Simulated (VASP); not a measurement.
Set up this calculation in VASP 6.6.1, as the native input.

- Task: single point
- Functional: PBE
- Potentials or basis: VASP PAW PBE potentials, release 64 (O, H, Zn, Cl)
- Cutoff: 520 eV
- k mesh: 1 × 1 × 1
- Occupations: fermi-dirac, width 0.05 eV
- Spin: no spin polarisation
- Dipole correction: no
- Further INCAR settings: LREAL = Auto; ALGO = Normal; EDIFF = 1e-06; NBANDS = 75

The structure of ZnH20Cl2O10 lies in POSCAR:

```
ZnH20Cl2O10
1.0
    6.9062330000      0.0000000000      0.0000000000
    0.0000000000      6.9062330000      0.0000000000
    0.0000000000      0.0000000000      6.9062330000
O H Zn Cl
10 20 1 2
Direct
    0.3832335225      0.2619228167      0.2860025140
    0.8206934229      0.8674048501      0.4092100571
    1.0796334268      0.1321559814      0.5462022495
    0.8668401428      0.1244383154      1.0696134926
    0.4877767663      0.8847949381      0.2188023485
    0.9963463439      0.7777177515      0.9864277675
    0.2411444850      0.6639943946      0.3847973273
    0.8010589854      0.4569929801      0.2426358914
    0.3829728884      0.9817218736      0.7896055636
    0.6487907373      0.2505562729      0.5871507666
    0.5048193422      0.2919102208      0.3587628741
    0.3862018556      0.3226940070      0.1565397518
    0.6903618803      0.9015624002      0.3497709967
    0.8875171168      0.9875427024      0.4593676466
    1.1576788678      0.1908276191      0.4436716804
    1.0485455675      0.2394214038      0.6369463642
    0.9315353247      0.2011950654      0.9675317934
    0.9164475047     -0.0077900644      1.0357310563
    0.4242399583      1.0154595132      0.2086520973
    0.5103071385      0.8333052186      0.0900056514
    1.0814289063      0.6627636224      0.9442339985
    0.8758609795      0.7411855349      0.9245126830
    0.3283845187      0.7537538916      0.3064333335
    0.2969925863      0.5295071858      0.3977276759
    0.7149338865      0.4871107013      0.1300998678
    0.8302500075      0.3133546175      0.2220313158
    0.2802540835      1.0141708222      0.7060868059
    0.4042435290      0.8461197298      0.7651783541
    0.5656050122      0.1650393203      0.6626043460
    0.6540758182      0.3535646712      0.6725084427
   -0.0220091040      0.6792270113      0.2663825562
    0.6243200888      0.6110856671      0.8804799954
    0.1614773206      0.4041566510      0.8936275391
```

One way to write it, as run:

INCAR

```
PREC = Accurate
ENCUT = 520
EDIFF = 1E-6
ISMEAR = -1
SIGMA = 0.05
LREAL = Auto
LASPH = True
NELM = 60
ALGO = Normal
ISIF = 2
LWAVE = False
LCHARG = False
GGA = PE
NBANDS = 75
```

KPOINTS

```
Automatic mesh
0
Gamma
  1 1 1
```

Potentials or basis: VASP PAW PBE potentials, release 64 (O, H, Zn, Cl).

The run is started by

```console
$ cat potpaw_PBE.64/O/POTCAR potpaw_PBE.64/H/POTCAR potpaw_PBE.64/Zn/POTCAR potpaw_PBE.64/Cl/POTCAR > POTCAR
$ mpirun -np 1 vasp_gam > vasp.out
```

It gave:

```yaml
Pressure: 1.9 GPa
Largest_force: 3.437 eV/Å
Band_gap_on_the_k_mesh: 3.67 eV
```

Caveat: the k points lie up to 0.91 Å⁻¹ apart.

Run time: 80 s on 1 thread of Intel Xeon 6975P-C (shared host), peak memory 0.38 GiB.
